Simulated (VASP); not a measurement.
Set up this calculation in VASP 6.6.1, as the native input.

```yaml
Task: single point
Functional: PBEsol
Potentials_or_basis: VASP PAW PBE potentials, release 64 (Cl, Na_pv)
Cutoff: 500 eV
k_mesh: 4 × 4 × 4
Occupations: gaussian, width 0.01 eV
Spin: no spin polarisation
Dipole_correction: no
Further_INCAR_settings: ALGO = Normal; EDIFF = 1e-06; NBANDS = 14
```

The structure of NaCl lies in POSCAR:

```
NaCl
1.0
    3.5021900000      0.0000000000      0.0000000000
    0.0000000000      3.5021900000      0.0000000000
    0.0000000000      0.0000000000      3.5021900000
Cl Na
1 1
Direct
    0.5000000000      0.5000000000      0.5000000000
    0.0000000000      0.0000000000      0.0000000000
```

One way to write it, as run:

INCAR

```
  ALGO = Normal
  EDIFF = 1E-6
  ENCUT = 500
  GGA = PS
  GGA_COMPAT = F
  ISIF = 2
  ISMEAR = 0
  LASPH = T
  LCHARG = T
  LELF = T
  LREAL = F
  LVHAR = T
  LWAVE = F
  NBANDS = 14
  NELM = 120
  PREC = Accurate
  SIGMA = 0.01
```

KPOINTS

```
k-points
0
Gamma
  4 4 4
```

Potentials or basis: VASP PAW PBE potentials, release 64 (Cl, Na_pv).

The run is started by

```bash
$ cat potpaw_PBE.64/Cl/POTCAR potpaw_PBE.64/Na_pv/POTCAR > POTCAR
$ mpirun -np 1 vasp_std > vasp.out
```

Results of the run:

```
Pressure               : -1.1 GPa
Band gap on the k mesh : 3.83 eV, indirect (least direct gap 4.33 eV)
```

Caveat: the k points lie up to 0.45 Å⁻¹ apart; the PAW data sets were made with another functional, which shifts forces and pressure a little.

Run time: 9.9 s on 1 thread of Intel Xeon 8259CL (shared host), peak memory 0.15 GiB.
